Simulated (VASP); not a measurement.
# Al in VASP: a series of runs

The runs below take Al through single point, with PBE.

Program: VASP 6.6.1. These are calculated values, not measurements. Logs are shortened: lines on timing, memory, paths and dates and some standing lists are left out, and cuts for length are marked.

### 1 The cell of the first run

The cell holds a slab with vacuum, 5 atoms: a = 2.857 Å, b = 2.857 Å, c = 24.331 Å, α = 90.00°, β = 90.00°, γ = 120.00°.

### 2 Single point, PBE

File INCAR:

```
PREC = Accurate ; ENCUT = 520
EDIFF = 1E-6 ; ISMEAR = 0
SIGMA = 0.5 ; LREAL = False
LASPH = True ; NELM = 80
ALGO = Normal ; ISIF = 2
LWAVE = False ; LCHARG = False
LDIPOL = True ; IDIPOL = 3
DIPOL = 0.5 0.5 0.500 ; GGA = PE
NBANDS = 16
```

File KPOINTS:

```
regular mesh
0
Gamma
  12 12 1
```

File POSCAR:

```
Al
1.0
    2.8571513840      0.0000000000      0.0000000000
   -1.4285756920      2.4743656810      0.0000000000
    0.0000000000      0.0000000000     24.3314173450
Al
5
Direct
    0.6666666667      0.3333333333      0.3082434489
    0.3333333333      0.6666666667      0.4041217245
    0.0000000000      0.0000000000      0.5000000000
    0.6666666667      0.3333333333      0.5958782755
    0.3333333333      0.6666666667      0.6917565511
```

Potentials or basis: VASP PAW PBE potentials, release 64 (Al).

Command:

```console
> cat potpaw_PBE.64/Al/POTCAR > POTCAR
> mpirun -np 1 vasp_std > vasp.out
```

OUTCAR:

```text
PREC = Accurate
   ENCUT = 520
   EDIFF = 1E-6
   ISMEAR = 0
   LREAL = False
   LASPH = True
   NELM = 80
   ISIF = 2
   GGA = PE

 ion  position               nearest neighbor table
   1  0.667  0.333  0.308-   2 2.86   2 2.86   2 2.86
   2  0.333  0.667  0.404-   3 2.86   3 2.86   3 2.86   1 2.86   1 2.86   1 2.86
   3  0.000  0.000  0.500-   2 2.86   4 2.86   2 2.86   4 2.86   4 2.86   2 2.86
   4  0.667  0.333  0.596-   3 2.86   3 2.86   3 2.86   5 2.86   5 2.86   5 2.86
   5  0.333  0.667  0.692-   4 2.86   4 2.86   4 2.86

  LATTYP: Found a hexagonal cell.
 ALAT       =     2.8571513840
 C/A-ratio  =     8.5159706557

  Lattice vectors:

 A1 = (   2.8571513840,   0.0000000000,   0.0000000000)
 A2 = (  -1.4285756920,   2.4743656810,   0.0000000000)
 A3 = (   0.0000000000,   0.0000000000,  24.3314173450)

Analysis of symmetry for initial positions (statically):
=====================================================================
 Subroutine PRICEL returns:
 Original cell was already a primitive cell.

 Routine SETGRP: Setting up the symmetry group for a
 hexagonal supercell.

 Subroutine GETGRP returns: Found 12 space group operations
 (whereof 12 operations were pure point group operations)
 out of a pool of 24 trial point group operations.

The static configuration has the point symmetry D_3d.

Analysis of symmetry for dynamics (positions and initial velocities):
=====================================================================
 Subroutine PRICEL returns:
 Original cell was already a primitive cell.

 Routine SETGRP: Setting up the symmetry group for a
 hexagonal supercell.

 Subroutine GETGRP returns: Found 12 space group operations
 (whereof 12 operations were pure point group operations)
 out of a pool of 24 trial point group operations.

The dynamic configuration has the point symmetry D_3d.

 Subroutine INISYM returns: Found 12 space group operations
 (whereof 12 operations are pure point group operations),
 and found     1 'primitive' translations

----------------------------------------------------------------------------------------

                                     Primitive cell

  volume of cell :     172.0143

  direct lattice vectors                    reciprocal lattice vectors
     2.857151384  0.000000000  0.000000000     0.349998955  0.202071991  0.000000000
    -1.428575692  2.474365681  0.000000000     0.000000000  0.404143982  0.000000000
     0.000000000  0.000000000 24.331417345     0.000000000  0.000000000  0.041099127

  length of vectors
     2.857151384  2.857151384 24.331417345     0.404143982  0.404143982  0.041099127

  position of ions in fractional coordinates (direct lattice)
     0.666666667  0.333333333  0.308243449
     0.333333333  0.666666667  0.404121725
     0.000000000  0.000000000  0.500000000
     0.666666667  0.333333333  0.595878275
     0.333333333  0.666666667  0.691756551

  ion indices of the primitive-cell ions
   primitive index   ion index
                 1           1
                 2           2
                 3           3
                 4           4
                 5           5

----------------------------------------------------------------------------------------

 KPOINTS: regular mesh

Automatic generation of k-mesh.
 Grid dimensions read from file:
 generate k-points for:   12   12    1

 Generating k-lattice:

  Cartesian coordinates                     Fractional coordinates (reciprocal lattice)
     0.029166580  0.016839333  0.000000000     0.083333333  0.000000000  0.000000000
     0.000000000  0.033678665  0.000000000     0.000000000  0.083333333  0.000000000
     0.000000000  0.000000000  0.041099127     0.000000000  0.000000000  1.000000000

  Length of vectors
     0.033678665  0.033678665  0.041099127

  Shift w.r.t. Gamma in fractional coordinates (k-lattice)
     0.000000000  0.000000000  0.000000000

 Subroutine IBZKPT returns following result:
 ===========================================

 Found     19 irreducible k-points:

 Following reciprocal coordinates:
            Coordinates               Weight
  0.000000  0.000000  0.000000      1.000000
  0.083333 -0.000000  0.000000      6.000000
  0.166667  0.000000  0.000000      6.000000
  0.250000  0.000000  0.000000      6.000000
  0.333333  0.000000  0.000000      6.000000
  0.416667  0.000000  0.000000      6.000000
[... 11 lines left out ...]
  0.333333  0.250000  0.000000     12.000000
  0.333333  0.333333  0.000000      2.000000
   k-points           NKPTS =     19   k-points in BZ     NKDIM =     19   number of bands    NBANDS=     16
   number of dos      NEDOS =    301   number of ions     NIONS =      5
   total plane-waves  NPLWV = 110592
   dimension x,y,z NGX =    24 NGY =   24 NGZ =  192
   dimension x,y,z NGXF=    48 NGYF=   48 NGZF=  384
   ions per type =               5
   NGX,Y,Z   is equivalent  to a cutoff of  13.96, 13.96, 13.12 a.u.
   NGXF,Y,Z  is equivalent  to a cutoff of  27.93, 27.93, 26.24 a.u.
 SYSTEM =  unknown system
   PREC   = accura    normal or accurate (medium, high low for compatibility)
   ISTART =      0    job   : 0-new  1-cont  2-samecut
   ICHARG =      2    charge: 1-file 2-atom 10-const
   ISPIN  =      1    spin polarized calculation?
   LNONCOLLINEAR =      F non collinear calculations
   LSORBIT =      F    spin-orbit coupling
   LASPH  =      T    aspherical Exc in radial PAW
   ENCUT  =  520.0 eV  38.22 Ry    6.18 a.u.   5.31  5.31 45.24*2*pi/ulx,y,z
   NELM   =     80;   NELMIN=  2; NELMDL= -5     # of ELM steps
   EDIFF  = 0.1E-05   stopping-criterion for ELM
   LREAL  =      F    real-space projection
   EDIFFG = 0.1E-04   stopping-criterion for IOM
   NSW    =      0    number of steps for IOM
   IBRION =     -1    ionic relax: 0-MD 1-quasi-New 2-CG
   NFREE  =      0    steps in history (QN), initial steepest desc. (CG)
   ISIF   =      2    stress and relaxation
   ISYM   =      2    0-nonsym 1-usesym 2-fastsym
   POTIM  = 0.5000    time-step for ionic-motion
   TEBEG  =    0.0;   TEEND  =   0.0 temperature during run
   PSTRESS=    0.0 pullay stress
   NELECT =      15.0000    total number of electrons
   NUPDOWN=      -1.0000    fix difference up-down
   EMIN   =  10.00;   EMAX   =-10.00  energy-range for DOS
   EFERMI =   0.00;   METHOD = LEGACY
   ISMEAR =     0;   SIGMA  =   0.50  broadening in eV -4-tet -1-fermi 0-gaus
   EFERMI_NEDOS =   21; number of points for ismear=-14 and -15
   IALGO  =     38    algorithm
   IMIX   =      4    mixing-type and parameters
     AMIX     =   0.40;   BMIX     =  1.00
     AMIX_MAG =   1.60;   BMIX_MAG =  1.00
  volume/ion in A,a.u.               =      34.40       232.16
  Fermi-wavevector in a.u.,A,eV,Ry     =   0.725967  1.371879  7.170659  0.527029
  Thomas-Fermi vector in A             =   1.816822
   LORBIT       =      0    0 simple, 1 ext, 2 COOP (PROOUT), +10 PAW based schemes
   GGA     = PE    functional components
   LHFCALC =     F    Hartree Fock is set to
   AEXX    =    0.0000 exact exchange contribution
   IVDW    =     0    specifies the selected vdW correction
   LEPSILON=     F    determine dielectric tensor
   LRPA    =     F    only Hartree local field effects (RPA)
 non-spin polarized calculation
 Gauss-broadening in eV      SIGMA  =   0.50
  energy-cutoff  :      520.00
  volume of cell :      172.01
 maximum number of plane-waves:      4687
 NGX is ok and might be reduce to    24
   NGX = 11   NGY = 11   NGZ = 91

 dipolmoment           0.000000      0.000000      0.000000 electrons x Angstroem

 number of electron      15.0000000 magnetization

 dipolmoment           0.000000      0.000000     -0.000000 electrons x Angstroem

 Free energy of the ion-electron system (eV)
  ---------------------------------------------------
  ext. energy  EPLUGINS =         0.00000000
  ---------------------------------------------------
  free energy    TOTEN  =       -18.14375303 eV

  energy without entropy =      -17.88360449  energy(sigma->0) =      -18.01367876

 E-fermi :   1.7442     XC(G=0):  -5.6567

 val. band max:        1.7245309232   @ k =   0.2500   0.1667   0.0000
 cond. band min:       1.8215820021   @ k =   0.3333   0.2500   0.0000
 fundamental gap:      0.0970510789
 Fermi energy:         1.7442452980

 k-point     1 :       0.0000    0.0000    0.0000
  band No.  band energies     occupation
      1      -9.1394      2.00000
      2      -8.4519      2.00000
      3      -7.3280      2.00000
      4      -5.7988      2.00000
      5      -3.8817      2.00000
      6      -1.8384      2.00000
[... 8 lines left out ...]
     15      10.5722      0.00000
     16      12.7207      0.00000

 k-point     2 :       0.0833   -0.0000    0.0000
  band No.  band energies     occupation
      1      -8.9718      2.00000
      2      -8.2850      2.00000
      3      -7.1621      2.00000
      4      -5.6340      2.00000
      5      -3.7171      2.00000
      6      -1.6812      2.00000
[... 8 lines left out ...]
     15      10.4115      0.00000
     16      10.6717      0.00000

 k-point     3 :       0.1667    0.0000    0.0000
  band No.  band energies     occupation
      1      -8.4702      2.00000
      2      -7.7853      2.00000
      3      -6.6655      2.00000
      4      -5.1411      2.00000
      5      -3.2254      2.00000
      6      -1.2105      2.00000
[... 8 lines left out ...]
     15       8.4957      0.00000
     16       8.7030      0.00000

 k-point     4 :       0.2500    0.0000    0.0000
  band No.  band energies     occupation
      1      -7.6381      2.00000
      2      -6.9566      2.00000
      3      -5.8421      2.00000
      4      -4.3245      2.00000
      5      -2.4145      2.00000
      6      -0.4305      2.00000
[... 8 lines left out ...]
     15       7.5693      0.00000
     16       8.7097      0.00000

 k-point     5 :       0.3333    0.0000    0.0000
  band No.  band energies     occupation
      1      -6.4814      2.00000
      2      -5.8048      2.00000
      3      -4.6985      2.00000
      4      -3.1935      2.00000
      5      -1.3108      2.00000
      6       0.5850      1.99896
[... 8 lines left out ...]
     15       8.1323      0.00000
     16       8.1353      0.00000

 k-point     6 :       0.4167    0.0000    0.0000
  band No.  band energies     occupation
      1      -5.0085      2.00000
      2      -4.3392      2.00000
      3      -3.2475      2.00000
      4      -1.7904      2.00000
      5      -1.1694      2.00000
      6      -0.6033      2.00000
[... 8 lines left out ...]
     15       7.7063      0.00000
     16       7.9565      0.00000
[... 172 lines left out ...]
 k-point    16 :       0.4167    0.1667    0.0000
  band No.  band energies     occupation
      1      -2.7672      2.00000
      2      -2.7380      2.00000
      3      -2.1200      2.00000
      4      -2.0778      2.00000
      5      -1.1903      2.00000
      6      -0.9066      2.00000
[... 8 lines left out ...]
     15       4.8775      0.00000
     16       6.2360      0.00000

 k-point    17 :       0.2500    0.2500    0.0000
  band No.  band energies     occupation
      1      -4.6831      2.00000
      2      -4.0152      2.00000
      3      -2.9253      2.00000
      4      -1.4551      2.00000
      5       0.2612      1.99997
      6       0.9638      1.97272
[... 8 lines left out ...]
     15       5.0629      0.00000
     16       6.2713      0.00000

 k-point    18 :       0.3333    0.2500    0.0000
  band No.  band energies     occupation
      1      -3.0701      2.00000
      2      -2.4141      2.00000
      3      -1.3649      2.00000
      4      -1.1591      2.00000
      5      -0.5546      2.00000
      6      -0.0075      2.00000
[... 8 lines left out ...]
     15       4.3046      0.00000
     16       5.8250      0.00000

 k-point    19 :       0.3333    0.3333    0.0000
  band No.  band energies     occupation
      1      -1.3443      2.00000
      2      -1.3443      2.00000
      3      -1.2897      2.00000
      4      -0.7420      2.00000
      5      -0.6599      2.00000
      6      -0.6599      2.00000
[... 8 lines left out ...]
     15       4.0507      0.00000
     16       5.6375      0.00000

------------------------ aborting loop because EDIFF is reached ----------------------------------------

 vacuum level on the upper side and lower side of the slab       (xc-potential included)        -0.146        -0.146

  FORCE on cell =-STRESS in cart. coord.  units (eV):
  Direction    XX          YY          ZZ          XY          YZ          ZX
  --------------------------------------------------------------------------------------
  -------------------------------------------------------------------------------------
  Total       -1.1929592     -1.1929592      0.3351565      0.0000000      0.0000000     -0.0000000
  in kB      -11.1114726    -11.1114726      3.1217177      0.0000000      0.0000000     -0.0000000
  external PRESSURE =      -6.3670758 kB  Pullay stress =       0.0000000 kB

 VOLUME and BASIS-vectors are now :
 -----------------------------------------------------------------------------
  energy-cutoff  :      520.00
  volume of cell :      172.01
      direct lattice vectors                 reciprocal lattice vectors
     2.857151384  0.000000000  0.000000000     0.349998955  0.202071991  0.000000000
    -1.428575692  2.474365681  0.000000000     0.000000000  0.404143982  0.000000000
     0.000000000  0.000000000 24.331417345     0.000000000  0.000000000  0.041099127

 POSITION                                       TOTAL-FORCE (eV/Angst)
 -----------------------------------------------------------------------------------
      1.42858      0.82479      7.50000        -0.000000     -0.000000     -0.069412
     -0.00000      1.64958      9.83285         0.000000      0.000000      0.066534
      0.00000      0.00000     12.16571         0.000000      0.000000      0.000000
      1.42858      0.82479     14.49856        -0.000000     -0.000000     -0.066534
     -0.00000      1.64958     16.83142        -0.000000      0.000000      0.069412
 -----------------------------------------------------------------------------------
    total drift:                               -0.000000      0.000000     -0.000000

  FREE ENERGIE OF THE ION-ELECTRON SYSTEM (eV)
  ---------------------------------------------------
  free  energy   TOTEN  =       -18.1437530287 eV

  energy  without entropy=      -17.8836044917  energy(sigma->0) =      -18.01367876

 vacuum level on the upper side and lower side of the slab         5.755         5.755
```

Run time: 36 s. Hardware: 1 thread of Intel Xeon 6975P-C (Granite Rapids), shared host; peak memory 0.31 GiB.

Results:

```
Free energy   : -18.1438 eV
Largest force : 0.069 eV/Å
```

Forces on the atoms (eV/Å):
```
Al   0.000  0.000 -0.069
Al   0.000  0.000  0.067
Al   0.000  0.000  0.000
Al   0.000  0.000 -0.067
Al   0.000  0.000  0.069
```

[end of part 1 of 2]
